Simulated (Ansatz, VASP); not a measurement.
FeNi3 in VASP and in Ansatz

INCAR

```
  PREC = Accurate
  ENCUT = 520
  EDIFF = 1E-7
  ISMEAR = -1
  SIGMA = 0.05
  LREAL = F
  LASPH = T
  NELM = 150
  ALGO = Fast
  ISIF = 2
  LWAVE = F
  LCHARG = F
  ISPIN = 2
  MAGMOM = 1 1 1 3
  LORBIT = 11
  LMAXMIX = 4
  GGA = PS
  NBANDS = 31
```

File KPOINTS:

```
Automatic mesh
0
Gamma
  8 8 8
```

Contents of POSCAR:

```
FeNi3
1.0
    3.5212073368      0.0000000000      0.0000000000
    0.0000000000      3.5212073368      0.0000000000
    0.0000000000      0.0000000000      3.5212073368
Ni Fe
3 1
Direct
    0.5000000000      0.5000000000      0.0000000000
    0.5000000000      0.0000000000      0.5000000000
    0.0000000000      0.5000000000      0.5000000000
    0.0000000000      0.0000000000      0.0000000000
```

The input input.yaml:

```yaml
crystal:
  lattice:
    - [3.5212073368, 0.0, 0.0]
    - [0.0, 3.5212073368, 0.0]
    - [0.0, 0.0, 3.5212073368]
  atoms:
    - { symbol: Ni, position: [0.5, 0.5, 0.0], spin: 1.0 }
    - { symbol: Ni, position: [0.5, 0.0, 0.5], spin: 1.0 }
    - { symbol: Ni, position: [0.0, 0.5, 0.5], spin: 1.0 }
    - { symbol: Fe, position: [0.0, 0.0, 0.0], spin: 3.0 }
hamiltonian:
  xc: pbesol
  pseudopotentials: { kind: paw }
magnetization:
  spin_polarized: true
kpoints:
  mp_grid: { grid: [8, 8, 8] }
scf:
  occupations: { method: fermi_dirac, width: 0.05 }
output:
  forces: true
  stress: true
  eigenvalues: true
  write_density: true
  write_potential: true
  elf: true
  volumetric_format: npy
```

Alike in both runs: task single point; functional PBEsol; k mesh 8 × 8 × 8; occupations fermi-dirac, width 0.05 eV; collinear spin.

```csv
,VASP,Ansatz
version,VASP 6.6.1,Ansatz 0.2.0
potentials or method,"VASP PAW PBE potentials, release 64 (Ni, Fe)",Ansatz PAW
plane-wave cutoff (eV),520,420
valence electrons in the cell,38,70
```

|  | VASP | Ansatz | Ansatz less VASP |
| --- | --- | --- | --- |
| gap on the k mesh at the Fermi level (eV) | none | none | - |
| pressure (GPa) | -5.8 | -5.7 | +0.07 |
| net moment per atom (μB) | 1.19 | 1.20 | +0.016 |
| size of the moment on the site where the two differ most (μB) | 0.63 | 0.69 | +0.060 |

VASP's potentials were made for PBE, not for PBEsol. Site moments also hang on the region over which each program counts them. A gap of «none» marks a metal or a gap that the smearing closes. The functional is the same, so the differences come from potentials, cutoffs and numerics. VASP's potentials hold 38 valence electrons a cell and Ansatz's 70, so a difference there can come from the potentials and not from the codes.
